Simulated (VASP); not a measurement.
# AlCo in VASP: single point with PBE

Aim: the single point of AlCo with PBE.

Everything below comes from runs of VASP 6.6.1. Logs are shortened: lines on timing, memory, paths and dates and some standing lists are left out, and cuts for length are marked.

## Step 1: The cell of the first run

The typed cell holds 2 atoms: a = 2.852 Å, b = 2.852 Å, c = 2.852 Å, α = 90.00°, β = 90.00°, γ = 90.00°.

## Step 2: Single point, PBE (atom 1 moved 0.15 Å, then relaxed in part)

INCAR

```
SYSTEM = AlCo
ALGO = Normal ; EDIFF = 1E-6
ENCUT = 520 ; GGA = PE
ISIF = 2 ; ISMEAR = 0
LASPH = .True. ; LCHARG = .False.
LREAL = .False. ; LWAVE = .False.
NBANDS = 13 ; NELM = 80
PREC = Accurate ; SIGMA = 0.15
```

KPOINTS

```
k-points
0
Gamma
  12 12 12
  0 0 0
```

POSCAR

```
AlCo
1.0
    2.8521553574      0.0000536028      0.0000516077
    0.0000536028      2.8521949267     -0.0000616628
    0.0000516077     -0.0000616628      2.8521853985
Al Co
1 1
Direct
    0.0000019961     -0.0000019076     -0.0000019581
    0.4999980039      0.5000019076      0.5000019581
```

Potentials or basis: VASP PAW PBE potentials, release 64 (Al, Co).

The run is started by

```sh
$ cat potpaw_PBE.64/Al/POTCAR potpaw_PBE.64/Co/POTCAR > POTCAR
$ mpirun -np 1 vasp_std > vasp.out
```

OUTCAR:

```text
SYSTEM = AlCo
   EDIFF = 1E-6
   ENCUT = 520
   GGA = PE
   ISIF = 2
   ISMEAR = 0
   LASPH = .True.
   LREAL = .False.
   NELM = 80
   PREC = Accurate

 ion  position               nearest neighbor table
   1  0.000  1.000  1.000-   2 2.47   2 2.47   2 2.47   2 2.47   2 2.47   2 2.47   2 2.47   2 2.47

   2  0.500  0.500  0.500-   1 2.47   1 2.47   1 2.47   1 2.47   1 2.47   1 2.47   1 2.47   1 2.47

  LATTYP: Found a base centered monoclinic cell.
 ALAT       =     4.0335188074
 B/A-ratio  =     1.0000432395
 C/A-ratio  =     1.2247185961
 COS(beta)  =    -0.8164839781

  Lattice vectors:

 A1 = (  -0.0000516077,   0.0000616628,  -2.8521853985)
 A2 = (  -0.0000536028,  -2.8521949267,   0.0000616628)
 A3 = (  -2.8520501469,   2.8520796611,   2.8520721280)

Analysis of symmetry for initial positions (statically):
=====================================================================
 Subroutine PRICEL returns:
 Original cell was already a primitive cell.

 Routine SETGRP: Setting up the symmetry group for a
 base centered monoclinic supercell.

 Subroutine GETGRP returns: Found  4 space group operations
 (whereof  4 operations were pure point group operations)
 out of a pool of  4 trial point group operations.

The static configuration has the point symmetry C_2h.

Analysis of symmetry for dynamics (positions and initial velocities):
=====================================================================
 Subroutine PRICEL returns:
 Original cell was already a primitive cell.

 Routine SETGRP: Setting up the symmetry group for a
 base centered monoclinic supercell.

 Subroutine GETGRP returns: Found  4 space group operations
 (whereof  4 operations were pure point group operations)
 out of a pool of  4 trial point group operations.

The dynamic configuration has the point symmetry C_2h.

 Subroutine INISYM returns: Found  4 space group operations
 (whereof  4 operations are pure point group operations),
 and found     1 'primitive' translations

----------------------------------------------------------------------------------------

                                     Primitive cell

  volume of cell :      23.2023

  direct lattice vectors                    reciprocal lattice vectors
     2.852155357  0.000053603  0.000051608     0.350612037 -0.000006589 -0.000006344
     0.000053603  2.852194927 -0.000061663    -0.000006589  0.350607173  0.000007580
     0.000051608 -0.000061663  2.852185399    -0.000006344  0.000007580  0.350608345

  length of vectors
     2.852155358  2.852194928  2.852185400     0.350612037  0.350607173  0.350608345

  position of ions in fractional coordinates (direct lattice)
     0.000001996  0.999998092  0.999998042
     0.499998004  0.500001908  0.500001958

  ion indices of the primitive-cell ions
   primitive index   ion index
                 1           1
                 2           2

----------------------------------------------------------------------------------------

 KPOINTS: k-points

Automatic generation of k-mesh.
 Grid dimensions read from file:
 generate k-points for:   12   12   12

 Generating k-lattice:

  Cartesian coordinates                     Fractional coordinates (reciprocal lattice)
     0.029217670 -0.000000549 -0.000000529     0.083333333  0.000000000  0.000000000
    -0.000000549  0.029217264  0.000000632     0.000000000  0.083333333 -0.000000000
    -0.000000529  0.000000632  0.029217362    -0.000000000  0.000000000  0.083333333

  Length of vectors
     0.029217670  0.029217264  0.029217362

  Shift w.r.t. Gamma in fractional coordinates (k-lattice)
     0.000000000  0.000000000  0.000000000

 Subroutine IBZKPT returns following result:
 ===========================================

 Found    476 irreducible k-points:

 Following reciprocal coordinates:
            Coordinates               Weight
  0.000000  0.000000  0.000000      1.000000
  0.083333  0.000000  0.000000      2.000000
  0.166667  0.000000 -0.000000      2.000000
  0.250000  0.000000  0.000000      2.000000
  0.333333  0.000000  0.000000      2.000000
  0.416667  0.000000  0.000000      2.000000
[... 16 lines left out ...]
  0.250000  0.166667  0.000000      4.000000
  0.333333  0.166667  0.000000      4.000000
 [... further k-points ...]
   k-points           NKPTS =    476   k-points in BZ     NKDIM =    476   number of bands    NBANDS=     13
   number of dos      NEDOS =    301   number of ions     NIONS =      2
   total plane-waves  NPLWV =  13824
   dimension x,y,z NGX =    24 NGY =   24 NGZ =   24
   dimension x,y,z NGXF=    48 NGYF=   48 NGZF=   48
   ions per type =               1   1
   NGX,Y,Z   is equivalent  to a cutoff of  13.99, 13.99, 13.99 a.u.
   NGXF,Y,Z  is equivalent  to a cutoff of  27.98, 27.98, 27.98 a.u.
 SYSTEM =  AlCo
   PREC   = accura    normal or accurate (medium, high low for compatibility)
   ISTART =      0    job   : 0-new  1-cont  2-samecut
   ICHARG =      2    charge: 1-file 2-atom 10-const
   ISPIN  =      1    spin polarized calculation?
   LNONCOLLINEAR =      F non collinear calculations
   LSORBIT =      F    spin-orbit coupling
   LASPH  =      T    aspherical Exc in radial PAW
   ENCUT  =  520.0 eV  38.22 Ry    6.18 a.u.   5.30  5.30  5.30*2*pi/ulx,y,z
   NELM   =     80;   NELMIN=  2; NELMDL= -5     # of ELM steps
   EDIFF  = 0.1E-05   stopping-criterion for ELM
   LREAL  =      F    real-space projection
   EDIFFG = 0.1E-04   stopping-criterion for IOM
   NSW    =      0    number of steps for IOM
   IBRION =     -1    ionic relax: 0-MD 1-quasi-New 2-CG
   NFREE  =      0    steps in history (QN), initial steepest desc. (CG)
   ISIF   =      2    stress and relaxation
   ISYM   =      2    0-nonsym 1-usesym 2-fastsym
   POTIM  = 0.5000    time-step for ionic-motion
   TEBEG  =    0.0;   TEEND  =   0.0 temperature during run
   PSTRESS=    0.0 pullay stress
   NELECT =      12.0000    total number of electrons
   NUPDOWN=      -1.0000    fix difference up-down
   EMIN   =  10.00;   EMAX   =-10.00  energy-range for DOS
   EFERMI =   0.00;   METHOD = LEGACY
   ISMEAR =     0;   SIGMA  =   0.15  broadening in eV -4-tet -1-fermi 0-gaus
   EFERMI_NEDOS =   21; number of points for ismear=-14 and -15
   IALGO  =     38    algorithm
   IMIX   =      4    mixing-type and parameters
     AMIX     =   0.40;   BMIX     =  1.00
     AMIX_MAG =   1.60;   BMIX_MAG =  1.00
  volume/ion in A,a.u.               =      11.60        78.29
  Fermi-wavevector in a.u.,A,eV,Ry     =   1.314090  2.483271 23.494993  1.726833
  Thomas-Fermi vector in A             =   2.444367
   LORBIT       =      0    0 simple, 1 ext, 2 COOP (PROOUT), +10 PAW based schemes
   GGA     = PE    functional components
   LHFCALC =     F    Hartree Fock is set to
   AEXX    =    0.0000 exact exchange contribution
   IVDW    =     0    specifies the selected vdW correction
   LEPSILON=     F    determine dielectric tensor
   LRPA    =     F    only Hartree local field effects (RPA)
 non-spin polarized calculation
 Gauss-broadening in eV      SIGMA  =   0.15
  energy-cutoff  :      520.00
  volume of cell :       23.20
 maximum number of plane-waves:       647
 NGX is ok and might be reduce to    24
   NGX = 11   NGY = 11   NGZ = 11

 number of electron      12.0000014 magnetization

 Free energy of the ion-electron system (eV)
  ---------------------------------------------------
  ext. energy  EPLUGINS =         0.00000000
  ---------------------------------------------------
  free energy    TOTEN  =       -11.99300879 eV

  energy without entropy =      -11.98324968  energy(sigma->0) =      -11.98812923

 E-fermi :  10.5379     XC(G=0): -12.2540

 val. band max:       10.5334996121   @ k =   0.4167   0.4167  -0.0000
 cond. band min:      10.5528600895   @ k =  -0.1667   0.5000   0.4167
 fundamental gap:      0.0193604774
 Fermi energy:        10.5378718857

 k-point     1 :       0.0000    0.0000    0.0000
  band No.  band energies     occupation
      1      -0.5150      2.00000
      2       7.5952      2.00000
      3       7.5953      2.00000
      4       9.7035      2.00000
      5       9.7036      2.00000
      6       9.7036      2.00000
      7      16.4971      0.00000
      8      16.4975      0.00000
      9      16.4978      0.00000
     10      19.2684      0.00000
     11      19.2685      0.00000
     12      25.6524      0.00000
     13      32.1340      0.00000

 k-point     2 :       0.0833    0.0000    0.0000
  band No.  band energies     occupation
      1      -0.3836      2.00000
      2       7.5810      2.00000
      3       7.6315      2.00000
      4       9.6334      2.00000
      5       9.6336      2.00000
      6       9.7109      2.00000
      7      15.3293      0.00000
      8      16.6803      0.00000
      9      16.6806      0.00000
     10      19.2519      0.00000
     11      20.3376      0.00000
     12      26.0828      0.00000
     13      30.7671      0.00000

 k-point     3 :       0.1667    0.0000   -0.0000
  band No.  band energies     occupation
      1       0.0075      2.00000
      2       7.4854      2.00000
      3       7.7326      2.00000
      4       9.4530      2.00000
      5       9.4532      2.00000
      6       9.7310      2.00000
      7      13.5431      0.00000
      8      17.2014      0.00000
      9      17.2016      0.00000
     10      19.2032      0.00000
     11      21.7910      0.00000
     12      27.4401      0.00000
     13      28.7341      0.00000

 k-point     4 :       0.2500    0.0000    0.0000
  band No.  band energies     occupation
      1       0.6489      2.00000
      2       7.1383      2.00000
      3       7.8758      2.00000
      4       9.2280      2.00000
      5       9.2282      2.00000
      6       9.7587      2.00000
      7      12.0562      0.00000
      8      17.9987      0.00000
      9      17.9989      0.00000
     10      19.1282      0.00000
     11      22.9108      0.00000
     12      26.7567      0.00000
     13      26.7568      0.00000

 k-point     5 :       0.3333    0.0000    0.0000
  band No.  band energies     occupation
      1       1.5236      2.00000
      2       6.3396      2.00000
      3       8.0254      2.00000
      4       9.0226      2.00000
      5       9.0228      2.00000
      6       9.7865      2.00000
      7      11.1626      0.00000
      8      19.0116      0.00000
      9      19.0118      0.00000
     10      19.0413      0.00000
     11      23.8595      0.00000
     12      24.9232      0.00000
     13      24.9233      0.00000
[... 257 lines left out ...]
 k-point    22 :       0.1667    0.1667    0.0000
  band No.  band energies     occupation
      1       0.5199      2.00000
      2       7.6175      2.00000
      3       7.6971      2.00000
      4       9.1479      2.00000
      5       9.4427      2.00000
      6       9.5389      2.00000
      7      13.6009      0.00000
      8      14.6270      0.00000
      9      17.8806      0.00000
     10      20.3849      0.00000
     11      23.8293      0.00000
     12      25.4349      0.00000
     13      28.5613      0.00000

 k-point    23 :       0.2500    0.1667    0.0000
  band No.  band energies     occupation
      1       1.1474      2.00000
      2       7.3512      2.00000
      3       7.8315      2.00000
      4       8.9347      2.00000
      5       9.2621      2.00000
      6       9.5384      2.00000
      7      12.3639      0.00000
      8      14.9083      0.00000
      9      18.6543      0.00000
     10      20.3808      0.00000
     11      23.7965      0.00000
     12      25.2892      0.00000
     13      27.0851      0.00000

 k-point    24 :       0.3333    0.1667    0.0000
  band No.  band energies     occupation
      1       1.9999      2.00000
      2       6.6124      2.00000
      3       8.0255      2.00000
      4       8.8073      2.00000
      5       9.0675      2.00000
      6       9.5691      2.00000
      7      11.3447      0.00000
      8      15.6433      0.00000
      9      19.6434      0.00000
     10      19.8885      0.00000
     11      22.8066      0.00000
     12      25.2887      0.00000
     13      26.3621      0.00000

 [... further k-points ...]
[... 5 lines left out ...]
  --------------------------------------------------------------------------------------
  -------------------------------------------------------------------------------------
  Total       -0.0041974     -0.0044964     -0.0044963     -0.0007479      0.0008818     -0.0007490
  in kB       -0.2898442     -0.3104852     -0.3104830     -0.0516461      0.0608894     -0.0517233
  external PRESSURE =      -0.3036041 kB  Pullay stress =       0.0000000 kB

 VOLUME and BASIS-vectors are now :
 -----------------------------------------------------------------------------
  energy-cutoff  :      520.00
  volume of cell :       23.20
      direct lattice vectors                 reciprocal lattice vectors
     2.852155357  0.000053603  0.000051608     0.350612037 -0.000006589 -0.000006344
     0.000053603  2.852194927 -0.000061663    -0.000006589  0.350607173  0.000007580
     0.000051608 -0.000061663  2.852185399    -0.000006344  0.000007580  0.350608345

 POSITION                                       TOTAL-FORCE (eV/Angst)
 -----------------------------------------------------------------------------------
      0.00011      2.85213      2.85212        -0.000000     -0.000000      0.000000
      1.42612      1.42610      1.42609         0.000000      0.000000      0.000000
 -----------------------------------------------------------------------------------
    total drift:                                0.000749     -0.000715     -0.000734

  FREE ENERGIE OF THE ION-ELECTRON SYSTEM (eV)
  ---------------------------------------------------
  free  energy   TOTEN  =       -11.9930087876 eV

  energy  without entropy=      -11.9832496823  energy(sigma->0) =      -11.98812923
```

It took 60 s on 1 thread of Intel Xeon Platinum 8488C (Sapphire Rapids), shared host; peak memory 0.26 GiB.

Results:

| Property | Result |
| --- | --- |
| Free energy | -11.9930 eV |
| Pressure | 0.0 GPa |
| Band gap on the k mesh | zero (band 6 reaches 12.93 eV, above the bottom of band 7 at 10.30 eV) |

Levels at points of the mesh, in eV from the Fermi level:
| k point | band 2 | band 3 | band 4 | band 5 | band 6 | band 7 | band 8 | band 9 | band 10 | band 11 |
| --- | --- | --- | --- | --- | --- | --- | --- | --- | --- | --- |
| (0.00, 0.00, 0.00) | -2.94 | -2.94 | -0.83 | -0.83 | -0.83 | 5.96 | 5.96 | 5.96 | 8.73 | 8.73 |
| (0.50, 0.00, 0.00) | -6.61 | -2.36 | -1.70 | -1.70 | -0.72 | 0.18 | 8.40 | 10.60 | 10.60 | 11.62 |
| (0.00, 0.50, 0.00) | -6.61 | -2.36 | -1.70 | -1.70 | -0.72 | 0.18 | 8.40 | 10.60 | 10.60 | 11.62 |
| (0.50, 0.50, 0.00) | -3.04 | -2.67 | -2.67 | -1.50 | -1.50 | -0.23 | 2.42 | 3.44 | 12.73 | 15.82 |
| (0.00, 0.50, 0.50) | -3.04 | -2.67 | -2.67 | -1.50 | -1.50 | -0.23 | 2.42 | 3.44 | 12.73 | 15.82 |
| (0.50, 0.50, 0.50) | -3.92 | -3.92 | -0.20 | -0.20 | 2.39 | 2.39 | 2.39 | 4.09 | 5.31 | 5.31 |

Caveat: the cell differs from its parent crystal (atom 1 moved 0.15 Å, then relaxed in part).
